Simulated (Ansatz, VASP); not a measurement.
# CrSb2C3 in VASP and in Ansatz

INCAR

```
SYSTEM = CrSb2C3
PREC = Accurate ; ENCUT = 520
EDIFF = 1E-7 ; ISMEAR = 0
SIGMA = 0.1 ; LREAL = .FALSE.
LASPH = .TRUE. ; NELM = 150
ALGO = Normal ; ISIF = 2
LWAVE = .FALSE. ; LCHARG = .FALSE.
ISPIN = 2 ; MAGMOM = 3 0 0 0 0 0
LORBIT = 11 ; LMAXMIX = 4
GGA = PE ; NBANDS = 30
```

The input KPOINTS:

```
Automatic mesh
0
G
  6 6 4
  0 0 0
```

The input POSCAR:

```
CrSb2C3
1.0
    4.5757736700      0.0000000000      0.0000000000
   -2.2878868300      3.9627362400      0.0000000000
    0.0000000000      0.0000000000      7.0910211000
Cr Sb C
1 2 3
Direct
    0.0000000000      0.0000000000      0.4353455100
    0.3333333300      0.6666666700      0.8320785900
    0.6666666700      0.3333333300      0.8320785900
    0.5000000000      0.0000000000      0.5013103900
    0.0000000000      0.5000000000      0.5013103900
    0.5000000000      0.5000000000      0.5013103900
```

Input for Ansatz:

```yaml
crystal:
  lattice:
    - [4.57577367, 0.0, 0.0]
    - [-2.28788683, 3.96273624, 0.0]
    - [0.0, 0.0, 7.0910211]
  atoms:
    - { symbol: Cr, position: [0.0, 0.0, 0.43534551], spin: 3.0 }
    - { symbol: Sb, position: [0.33333333, 0.66666667, 0.83207859] }
    - { symbol: Sb, position: [0.66666667, 0.33333333, 0.83207859] }
    - { symbol: C, position: [0.5, 0.0, 0.50131039] }
    - { symbol: C, position: [0.0, 0.5, 0.50131039] }
    - { symbol: C, position: [0.5, 0.5, 0.50131039] }
basis:
  ecutwfc: 420
kpoints:
  mp_grid: { grid: [6, 6, 4] }
hamiltonian:
  xc: pbe
scf:
  occupations: { method: gaussian, width: 0.1 }
  lower_state_search: "off"
output:
  forces: true
  stress: true
  eigenvalues: true
  populations: true
magnetization:
  spin_polarized: true
```

Alike in both runs: task single point; functional PBE; k mesh 6 × 6 × 4; occupations gaussian, width 0.1 eV; collinear spin.

|  | VASP | Ansatz |
| --- | --- | --- |
| version | VASP 6.6.1 | Ansatz 0.2.0 |
| potentials or method | VASP PAW PBE potentials, release 64 (Cr_pv, Sb, C), cutoff 520 eV | scalar-relativistic, plane waves, PAW |
| valence electrons in the cell | 34 | 56 |

```tsv
	VASP	Ansatz	Ansatz less VASP
gap on the k mesh at the Fermi level (eV)	none	none	-
pressure (GPa)	-0.7	-0.9	-0.13
traceless stress, the component that is largest in VASP (GPa)	-6.33	-6.10	+0.236
rms of the force components (eV/Å)	0.394	0.392	-0.0018
net moment per atom (μB)	0.56	0.56	+0.001
size of the moment on the site where the two differ most (μB)	3.16	2.88	-0.280
```

Site moments also hang on the region over which each program counts them. Atom by atom the forces differ by 0.009 eV/Å (rms over components). A gap of «none» marks a metal or a gap that the smearing closes. VASP's potentials hold 34 valence electrons a cell and Ansatz's 56, so a difference there can come from the potentials and not from the codes.

Spin-orbit coupling is off throughout.
